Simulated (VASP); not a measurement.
Input of a VASP 6.6.1 run:

INCAR

```
PREC = Accurate
ENCUT = 520
EDIFF = 1E-6
ISMEAR = -1
SIGMA = 0.15
LREAL = False
LASPH = True
NELM = 100
ALGO = Normal
ISIF = 2
LWAVE = False
LCHARG = False
NBANDS = 23
```

Contents of KPOINTS:

```
regular mesh
0
Gamma
  13 13 7
```

The input POSCAR:

```
HfN
1.0
    3.1339080000     -0.0313390800      0.0000000000
   -1.5940944400      2.7297135400      0.0000000000
    0.0000000000      0.0000000000      5.4167680000
Hf N
2 2
Direct
    0.6666666667      0.3333333333      0.7500000000
    0.3333333333      0.6666666667      0.2500000000
    0.0000000000      0.0000000000      0.0000000000
    0.0000000000      0.0000000000      0.5000000000
```

Potentials or basis: VASP PAW LDA potentials, release 64 (Hf_pv, N).

Run with:

```console
$ cat potpaw_LDA.64/Hf_pv/POTCAR potpaw_LDA.64/N/POTCAR > POTCAR
$ mpirun -np 1 vasp_std > vasp.out
```

(1) Predict the largest force.

(2) What does it give for the pressure?

(3) What does it give for the band gap on the k mesh?

Results:

(1) 0.038 eV/Å.

(2) -9.8 GPa.

(3) zero (bands 15 and 16 overlap by 1.75 eV).

Caveat: the cell stands under tension; spin-orbit coupling is left out, which moves the levels of the heavy elements.
